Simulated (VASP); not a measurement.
A run of VASP 6.6.1 is set up as follows.

File INCAR:

```
SYSTEM = AlN
PREC     = Accurate       ! precision mode
ENCUT    = 520            ! plane-wave cutoff, eV
EDIFF    = 1E-6           ! SCF threshold, eV
ISMEAR   = 0              ! smearing method
SIGMA    = 0.05           ! smearing width, eV
LREAL    = .FALSE.        ! projectors in reciprocal space
LASPH    = .TRUE.         ! aspherical terms in the spheres
NELM     = 80             ! most SCF steps
ALGO     = Normal         ! electronic algorithm
ISIF     = 2              ! what is computed and relaxed
LWAVE    = .FALSE.        ! write WAVECAR
LCHARG   = .FALSE.        ! write CHGCAR
GGA      = CA             ! functional
NBANDS   = 16             ! bands
```

The input KPOINTS:

```
Automatic mesh
0
G
  9 9 6
  0 0 0
```

The input POSCAR:

```
AlN
1.0
    3.0887424016      0.0000000000      0.0000000000
   -1.5443712008      2.6749293856      0.0000000000
    0.0000000000      0.0000000000      4.9437688231
Al N
2 2
Direct
    0.3213346476      0.6538065141      0.0015212672
    0.6786653524      0.3461934859      0.5015212672
    0.3440401475      0.6781421955      0.3834787328
    0.6559598525      0.3218578045      0.8834787328
```

Potentials or basis: VASP PAW LDA potentials, release 64 (Al, N).

Command:

```console
$ cat potpaw_LDA.64/Al/POTCAR potpaw_LDA.64/N/POTCAR > POTCAR
$ mpirun -np 1 vasp_std > vasp.out
```

**Question.** Estimate the largest force.

**Answer.** 0.219 eV/Å.

**Question.** What does it give for the band gap on the k mesh?

**Answer.** 4.40 eV, direct.

Stress tensor (GPa, compression positive):
```
 0.48 -0.11  0.00
-0.11  0.60  0.00
 0.00  0.00  0.56
```

Caveat: the cell differs from its parent crystal (mode 4 frozen in at -0.017 Å and mode 5 at -0.034 Å (largest displacements)). A k mesh can miss the band edges.
